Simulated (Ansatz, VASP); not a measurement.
## One calculation of AlGaN2, two programs

POSCAR

```
AlGaN2
1.0
    3.2012969537      0.0000000000      0.0000000000
    0.0000000000      3.2012969537      0.0000000000
    0.0000000000      0.0000000000      4.3238891870
Al Ga N
1 1 2
Direct
    0.5000000000      0.5000000000      0.5000000000
    0.0000000000      0.0000000000      0.0000000000
    0.5000000000      0.0000000000      0.7384412897
    0.0000000000      0.5000000000      0.2615587103
```

File INCAR.step1:

```
SYSTEM = AlGaN2
  ALGO = Normal
  EDIFF = 1E-4
  ENCUT = 520
  GGA = PE
  ISMEAR = 0
  LASPH = .True.
  LCHARG = .False.
  LREAL = .False.
  LWAVE = .True.
  NBANDS = 21
  NELM = 80
  PREC = Accurate
  SIGMA = 0.02
```

INCAR.step2

```
SYSTEM = AlGaN2
  ALGO = Normal
  EDIFF = 1E-6
  ENCUT = 520
  ISIF = 2
  ISMEAR = 0
  ISTART = 1
  LASPH = .True.
  LCHARG = .False.
  LMIXTAU = .True.
  LREAL = .False.
  LWAVE = .False.
  METAGGA = R2SCAN
  NBANDS = 21
  NELM = 80
  PREC = Accurate
  SIGMA = 0.02
```

KPOINTS

```
k-points
0
Gamma
  8 8 6
  0 0 0
```

Input for Ansatz:

```yaml
crystal:
  lattice:
    - [3.2012969537, 0.0, 0.0]
    - [0.0, 3.2012969537, 0.0]
    - [0.0, 0.0, 4.323889187]
  atoms:
    - { symbol: Al, position: [0.5, 0.5, 0.5] }
    - { symbol: Ga, position: [0.0, 0.0, 0.0] }
    - { symbol: "N", position: [0.5, 0.0, 0.7384412897] }
    - { symbol: "N", position: [0.0, 0.5, 0.2615587103] }
basis:
  ecutwfc: 500
kpoints:
  mp_grid: { grid: [8, 8, 6] }
  band_path: { path: [VBM, CBM], npoints: 2 }
hamiltonian:
  xc: r2scan
scf:
  occupations: { method: gaussian, width: 0.02 }
output:
  forces: true
  stress: true
  eigenvalues: true
checkpoint:
  read: start.run
  write: ck
  compress: false
  write_wavefunctions: false
  write_every: 100000
```

Alike in both runs: task single point; functional r2SCAN; k mesh 8 × 8 × 6; occupations gaussian, width 0.02 eV; no spin polarisation.

|  | VASP | Ansatz |
| --- | --- | --- |
| version | VASP 6.6.1 | Ansatz 0.2.0 |
| potentials or method | VASP PAW PBE potentials, release 64 (Al, Ga_d, N), cutoff 520 eV | scalar-relativistic, plane waves, PAW |
| valence electrons in the cell | 26 | 26 |

|  | VASP | Ansatz | Ansatz less VASP |
| --- | --- | --- | --- |
| gap on the k mesh at the Fermi level (eV) | 3.29 | 3.28 | -0.009 |
| least direct gap on the mesh (eV) | 3.29 | 3.28 | -0.009 |
| pressure (GPa) | -3.3 | -3.5 | -0.28 |
| traceless stress, the component that is largest in VASP (GPa) | 3.57 | 3.54 | -0.025 |
| rms of the force components (eV/Å) | 0.034 | 0.000 | -0.0341 |

VASP's potentials were made for PBE, not for r2SCAN. Atom by atom the forces differ by 0.035 eV/Å (rms over components).
